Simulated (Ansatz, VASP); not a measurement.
TiAl in VASP and in Ansatz

```xyz
2
Lattice="2.8121 0.0000 0.0000 -1.4061 2.4354 0.0000 0.0000 0.0000 4.5865" Properties=species:S:1:pos:R:3 pbc="T T T"
Ti    0.0000    0.0000    0.0000
Al    0.0000    1.6236    2.2932
```

Alike in both runs: task relaxation of cell and atoms; functional LDA; k mesh 15 × 15 × 8; occupations fermi-dirac, width 0.15 eV; no spin polarisation.

|  | VASP | Ansatz |
| --- | --- | --- |
| version | VASP 6.6.1 | Ansatz 0.2.0 |
| potentials or method | VASP PAW LDA potentials, release 64 (Ti_sv, Al), cutoff 600 eV | scalar-relativistic, plane waves, PAW |
| valence electrons in the cell | 15 | 15 |

Ansatz gave:

```
gap on the k mesh at the Fermi level, each at its own relaxed structure (eV) : none
relaxed volume (Å³/atom)                                                     : 15.77
relaxed cell length with the largest relative difference (Å)                 : 4.569
```

Question: Which values does VASP return?

Answer: gap on the k mesh at the Fermi level, each at its own relaxed structure (eV): none; relaxed volume (Å³/atom): 15.78; relaxed cell length with the largest relative difference (Å): 4.573.

Ansatz warns that its potentials were made for another functional, while VASP's fit it. LDA's correlation is that of Perdew and Zunger in VASP and of Perdew and Wang (1992) in Ansatz. A gap of «none» marks a metal or a gap that the smearing closes.
